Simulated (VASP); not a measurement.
Here is a VASP 6.6.1 calculation.

Contents of INCAR:

```
ALGO     = Normal         # electronic algorithm
EDIFF    = 1E-6           # SCF threshold, eV
ENCUT    = 520            # plane-wave cutoff, eV
GGA      = PE             # functional
ISIF     = 2              # what is computed and relaxed
ISMEAR   = 1              # smearing method
LASPH    = T              # aspherical terms in the spheres
LCHARG   = T              # write CHGCAR
LELF     = T              # ELF
LREAL    = F              # projectors in reciprocal space
LVHAR    = T            
LWAVE    = F              # write WAVECAR
NBANDS   = 10             # bands
NELM     = 100            # most SCF steps
PREC     = Accurate       # precision mode
SIGMA    = 0.3            # smearing width, eV
```

The input KPOINTS:

```
k-points
0
Gamma
  16 16 16
```

POSCAR

```
Fe
1.0
   -1.3807996972      1.3807996972      1.3807996972
    1.3807996972     -1.3807996972      1.3807996972
    1.3807996972      1.3807996972     -1.3807996972
Fe
1
Direct
    0.0000000000      0.0000000000      0.0000000000
```

Potentials or basis: VASP PAW PBE potentials, release 64 (Fe).

Launch:

```sh
$ cat potpaw_PBE.64/Fe/POTCAR > POTCAR
$ mpirun -np 1 vasp_std > vasp.out
```

(1) Predict the band gap on the k mesh.

(2) Estimate the pressure.

## Answers

(1) zero (band 4 reaches 7.72 eV, above the bottom of band 5 at 5.69 eV).

(2) -1.5 GPa.

Caveat: the run has no spin polarisation, though such a crystal can be magnetic.
